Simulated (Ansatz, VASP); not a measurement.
LaTe: VASP beside Ansatz

The input INCAR:

```
SYSTEM = LaTe
PREC = Accurate
ENCUT = 520
EDIFF = 1E-6
ISMEAR = -1
SIGMA = 0.08
LREAL = .False.
LASPH = .True.
NELM = 80
ALGO = Normal
ISIF = 2
LWAVE = .False.
LCHARG = .True.
LELF = .True.
LVHAR = .True.
NBANDS = 16
```

File KPOINTS:

```
regular mesh
0
Gamma
  10 10 10
  0 0 0
```

The input POSCAR:

```
LaTe
1.0
    0.0000000000      3.1467800000      3.2110000000
    3.1467800000      0.0000000000      3.2110000000
    3.1467800000      3.1467800000      0.0000000000
La Te
1 1
Direct
    0.0000000000      0.0000000000      0.0000000000
    0.5000000000      0.5000000000      0.5000000000
```

Input for Ansatz:

```yaml
crystal:
  lattice:
    - [0.0, 3.14678, 3.211]
    - [3.14678, 0.0, 3.211]
    - [3.14678, 3.14678, 0.0]
  atoms:
    - { symbol: La, position: [0.0, 0.0, 0.0] }
    - { symbol: Te, position: [0.5, 0.5, 0.5] }
kpoints:
  mp_grid: { grid: [10, 10, 10] }
  band_path:
    path:
      - [0.0, 0.0, 0.0]
      - [0.0, 0.5, 0.5]
      - [0.25, 0.75, 0.5]
      - [0.0, 0.5, 0.0]
      - [0.0, 0.0, 0.0]
      - [0.5, 0.5, 0.0]
      - [0.37005, 0.62995, 0.0]
      - [-0.37005, 0.37005, 0.0]
      - [0.0, 0.0, 0.0]
    npoints: 5
scf:
  occupations: { method: fermi_dirac, width: 0.08 }
hamiltonian:
  xc: lda
  pseudopotentials: { kind: all_electron, lapw: { basis_error: 0.001 } }
output:
  forces: true
  stress: true
  eigenvalues: true
```

Change from the starting cell: equal xx and yy strain of -2 %.

Alike in both runs: task single point; functional LDA; k mesh 10 × 10 × 10; occupations fermi-dirac, width 0.08 eV; no spin polarisation.

```csv
,VASP,Ansatz
version,VASP 6.6.1,Ansatz 0.2.0
potentials or method,"VASP PAW LDA potentials, release 64 (La, Te), cutoff 520 eV","all-electron LAPW, scalar-relativistic"
```

|  | VASP | Ansatz | Ansatz less VASP |
| --- | --- | --- | --- |
| pressure (GPa) | 0.4 | 0.4 | -0.03 |
| traceless stress, the component that is largest in VASP (GPa) | -2.08 | -2.08 | +0.001 |

LDA's correlation is that of Perdew and Zunger in VASP and of Perdew and Wang (1992) in Ansatz. Ansatz ran all-electron here, and VASP with PAW potentials.

Spin-orbit coupling is off throughout.
